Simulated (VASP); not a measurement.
Here is a VASP 6.6.1 calculation.

POSCAR

```
YbYAl2
1.0
    4.3319870000      0.0000000000      0.0000000000
    2.1659930000     -5.3015960000      0.0000000000
    0.0000000000      0.0000000000     -7.3168350000
Yb Y Al
2 2 4
Direct
    0.4359000000      0.1282000000      0.7500000000
    0.5641000000      0.8718000000      0.2500000000
    0.7144000000      0.5712000000      0.7500000000
    0.2856000000      0.4288000000      0.2500000000
    0.1510000000      0.6980000000      0.9460000000
    0.8490000000      0.3020000000      0.4460000000
    0.8490000000      0.3020000000      0.0540000000
    0.1510000000      0.6980000000      0.5540000000
```

File INCAR.step1:

```
SYSTEM = YbYAl2
PREC = Accurate
ENCUT = 520
ISMEAR = -1
SIGMA = 0.1
LREAL = .FALSE.
LASPH = .TRUE.
NELM = 80
NBANDS = 51
ISYM = 0
GGA = PE
ALGO = Normal
EDIFF = 1E-4
LWAVE = .TRUE.
LCHARG = .FALSE.
```

INCAR.step2

```
SYSTEM = YbYAl2
PREC = Accurate
ENCUT = 520
EDIFF = 1E-6
ISMEAR = -1
SIGMA = 0.1
LREAL = .FALSE.
LASPH = .TRUE.
NELM = 80
ALGO = Normal
ISIF = 2
LWAVE = .FALSE.
LCHARG = .TRUE.
METAGGA = R2SCAN
LMIXTAU = .TRUE.
LELF = .TRUE.
LVHAR = .TRUE.
NBANDS = 51
ISYM = 0
ISTART = 1
```

KPOINTS

```
Automatic mesh
0
Gamma
  5 4 3
  0.5 0.5 0
```

Potentials or basis: VASP PAW PBE potentials, release 64 (Yb, Y_sv, Al).

Launch:

```console
$ cat potpaw_PBE.64/Yb/POTCAR potpaw_PBE.64/Y_sv/POTCAR potpaw_PBE.64/Al/POTCAR > POTCAR
$ cp INCAR.step1 INCAR
$ mpirun -np 1 vasp_std > vasp.out
$ cp INCAR.step2 INCAR
$ mpirun -np 1 vasp_std > vasp.out
```

(1) What does it give for the largest force?

(2) Estimate the pressure.

(3) Predict the band gap on the k mesh.

Results:

(1) 1.948 eV/Å.

(2) 13.9 GPa.

(3) zero (bands 41 and 42 overlap by 0.44 eV).

Caveat: the stress differs along the axes, from 11 to 18 GPa; the PAW data sets were made with another functional, which shifts forces and pressure a little; spin-orbit coupling is left out, which moves the levels of the heavy elements.
